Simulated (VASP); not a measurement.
Crystal: TaC2.

```xyz
6
Lattice="1.5899 -1.5894 -2.9512 1.5869 -1.5897 2.9499 -3.1725 -3.1749 0.0017" Properties=species:S:1:pos:R:3 pbc="T T T"
Ta   -1.5827   -4.7642   -2.9495
Ta    0.0021   -3.1770    0.0002
C     0.0009   -3.1772    2.2601
C    -1.5840   -4.7644   -0.6896
C     0.0034   -3.1768   -2.2598
C    -1.5844   -4.7644    0.6917
```

Base run:

```yaml
Program: VASP 6.6.1
Functional: PBE
Potentials_or_basis: VASP PAW PBE potentials, release 64 (Ta_sv_GW, C)
Cutoff: 600 eV
k_mesh: 6 × 6 × 6
Occupations: gaussian, width 0.2 eV
Spin: no spin polarisation
```

Its results: band gap on the k mesh zero (band 21 reaches 12.56 eV, above the bottom of band 22 at 8.17 eV); pressure 0.2 GPa; largest force 0.086 eV/Å.

Problem. The run is repeated on the same cell with these changes: potentials or basis from VASP PAW PBE potentials, release 64 (Ta_sv_GW, C) to VASP PAW PBE potentials, release 64 (Ta_pv, C); cutoff from 600 eV to 520 eV; further incar settings from ALGO = Normal; EDIFF = 1e-06; NBANDS = 30 to ALGO = Normal; EDIFF = 1e-06; NBANDS = 28; valence electrons from 42 to 38. What comes out?

Solution. Band gap on the k mesh zero (band 19 reaches 9.51 eV, above the bottom of band 20 at 5.11 eV); pressure 0.9 GPa; largest force 0.082 eV/Å.

Caveats: spin-orbit coupling is left out, which moves the levels of the heavy elements.
